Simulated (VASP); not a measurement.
Crystal: Pt.

```
CELL_PARAMETERS angstrom
0.00000 1.96090 1.96090
1.96090 0.00000 1.96090
1.96090 1.96090 0.00000
ATOMIC_POSITIONS crystal
Pt 0.00000 0.00000 0.00000
```

| Property | Result |
| --- | --- |
| Program | VASP 6.6.1 |
| Task | relaxation of volume and atoms at fixed shape |
| Functional | LDA |
| Potentials or basis | VASP PAW LDA potentials, release 64 (Pt) |
| Cutoff | 600 eV |
| k mesh | 9 × 9 × 9 |
| Occupations | methfessel-paxton, width 0.05 eV |
| Spin | no spin polarisation |

At the start: pressure -6.0 GPa; volume 15.08 Å³/atom.

How do energy, volume and symmetry change on relaxing?

Over 3 steps the energy falls by 5.8 meV/atom and the volume is 14.78 Å³/atom (-2.0 %); space group Fm-3m (No. 225, to 0.1 Å) before and after.

Step by step:
```csv
step,energy change (eV),largest force (eV/Å),pressure (GPa),volume (Å³)
1,0.0000,0.0000,-5.97,15.08
2,0.0532,0.0000,22.70,13.89
3,-0.0058,0.0000,-0.16,14.78
```

Final structure:
```
Pt
1.0
     0.00000    1.94798    1.94798
     1.94798    0.00000    1.94798
     1.94798    1.94798    0.00000
Pt
1
Cartesian
  0.0000 0.0000 0.0000
```
